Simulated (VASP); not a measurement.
A run of VASP 6.6.1 is set up as follows.

INCAR

```
PREC     = Accurate       # precision mode
ENCUT    = 520            # plane-wave cutoff, eV
EDIFF    = 1E-6           # SCF threshold, eV
ISMEAR   = 1              # smearing method
SIGMA    = 0.15           # smearing width, eV
LREAL    = Auto         
LASPH    = True           # aspherical terms in the spheres
NELM     = 100            # most SCF steps
ALGO     = Normal         # electronic algorithm
ISIF     = 2              # what is computed and relaxed
LWAVE    = False          # write WAVECAR
LCHARG   = True           # write CHGCAR
GGA      = PE             # functional
LELF     = True           # ELF
LVHAR    = True         
NBANDS   = 80             # bands
```

File KPOINTS:

```
regular mesh
0
Gamma
  2 2 2
```

POSCAR

```
Ag7Br8
1.0
    0.0000000000      5.7265540000      5.7265540000
    5.7265540000      0.0000000000      5.7265540000
    5.7265540000      5.7265540000      0.0000000000
Br Ag
8 7
Direct
    0.2587368424      0.2324912155      0.2568313335
    0.2665741037      0.2561208713      0.7336572745
    0.2571912358      0.7510196359      0.2562437200
    0.2129715358      0.7548122309      0.7863886379
    0.7349361414      0.2564494284      0.2651958752
    0.7445467204      0.2643513010      0.7426134461
    0.7879313633      0.7550527769      0.2113533724
    0.7422833173      0.7481849468      0.7412649038
    0.0008953028      0.0455081712     -0.0003483771
   -0.0133711304      0.0002745980      0.5095850838
    0.0005594115      0.4711118589     -0.0009434120
    0.0146967967      0.4967043007      0.4887948319
    0.5110512360      0.0002765188     -0.0148196455
    0.4902137481      0.4967511875      0.0132167618
    0.5016349274      0.6121231896      0.4999641145
```

Potentials or basis: VASP PAW PBE potentials, release 64 (Br, Ag).

The run is started by

```bash
$ cat potpaw_PBE.64/Br/POTCAR potpaw_PBE.64/Ag/POTCAR > POTCAR
$ mpirun -np 1 vasp_std > vasp.out
```

Problem. What does it give for the pressure?

Solution. 1.3 GPa.

Problem. Predict the band gap on the k mesh.

Solution. Zero (an odd number of electrons rules out a gap without spin polarisation).

Problem. Estimate the largest force.

Solution. 0.232 eV/Å.

Forces on the atoms (eV/Å):
```
Br   0.000 -0.008 -0.001
Br   0.031 -0.001 -0.006
Br   0.012  0.026  0.016
Br  -0.006 -0.001  0.066
Br  -0.009 -0.002  0.030
Br   0.013 -0.026  0.013
Br   0.070  0.002 -0.009
Br  -0.006  0.013 -0.004
Ag  -0.024  0.001 -0.022
Ag   0.004 -0.006  0.015
Ag   0.043 -0.001  0.045
Ag   0.014  0.005  0.003
Ag   0.015 -0.005  0.002
Ag   0.005  0.006  0.016
Ag  -0.164 -0.002 -0.165
```

Caveat: the k points lie up to 0.48 Å⁻¹ apart, too coarse for converged energies and pressures of a metal; an odd number of electrons without spin polarisation forces a metal; a magnetic or distorted state may lie lower.
